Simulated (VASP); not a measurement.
Set up this calculation in VASP 6.6.1, as the native input.

```
Task                   : single point
Functional             : r2SCAN
Potentials or basis    : VASP PAW PBE potentials, release 64 (Si)
Cutoff                 : 520 eV
k mesh                 : 7 × 7 × 4
Occupations            : fermi-dirac, width 0.1 eV
Spin                   : no spin polarisation
Dipole correction      : no
Further INCAR settings : ALGO = Normal; EDIFF = 1e-06; NBANDS = 16
```

The system is Si.

```xyz
4
Lattice="3.8056 0.0000 0.0000 -1.9028 3.2957 0.0000 0.0000 0.0000 6.2901" Properties=species:S:1:pos:R:3 pbc="T T T"
Si    0.0000    2.1972    0.3963
Si    1.9028    1.0986    3.5414
Si    0.0000    2.1972    2.7487
Si    1.9028    1.0986    5.8938
```

These files were run (other wordings do the same):

POSCAR

```
Si
1.0
    3.8056026883      0.0000000000      0.0000000000
   -1.9028018408      3.2957487518      0.0000000000
    0.0000000000      0.0000000000      6.2901199006
Si
4
Direct
    0.3333333333      0.6666666667      0.0630090000
    0.6666666667      0.3333333333      0.5630100000
    0.3333333333      0.6666666667      0.4369910000
    0.6666666667      0.3333333333      0.9369900000
```

INCAR.step1

```
ALGO = Normal
EDIFF = 1E-4
ENCUT = 520
GGA = PE
ISMEAR = -1
LASPH = T
LCHARG = F
LREAL = F
LWAVE = T
NBANDS = 16
NELM = 80
PREC = Accurate
SIGMA = 0.1
```

INCAR.step2

```
ALGO = Normal
EDIFF = 1E-6
ENCUT = 520
ISIF = 2
ISMEAR = -1
ISTART = 1
LASPH = T
LCHARG = F
LMIXTAU = T
LREAL = F
LWAVE = F
METAGGA = R2SCAN
NBANDS = 16
NELM = 80
PREC = Accurate
SIGMA = 0.1
```

KPOINTS

```
k-points
0
Gamma
  7 7 4
```

Potentials or basis: VASP PAW PBE potentials, release 64 (Si).

Run with:

```sh
$ cat potpaw_PBE.64/Si/POTCAR > POTCAR
$ cp INCAR.step1 INCAR
$ mpirun -np 1 vasp_std > vasp.out
$ cp INCAR.step2 INCAR
$ mpirun -np 1 vasp_std > vasp.out
```

It gave:

```
Pressure               : 2.0 GPa
Largest force          : 0.003 eV/Å
Band gap on the k mesh : 0.64 eV, indirect (least direct gap 1.43 eV)
```

Caveat: the PAW data sets were made with another functional, which shifts forces and pressure a little.

Run time: 56 s on 1 thread of Intel(R) Xeon(R) Platinum 8488C (Sapphire Rapids), with other jobs on the host, peak memory 0.19 GiB.
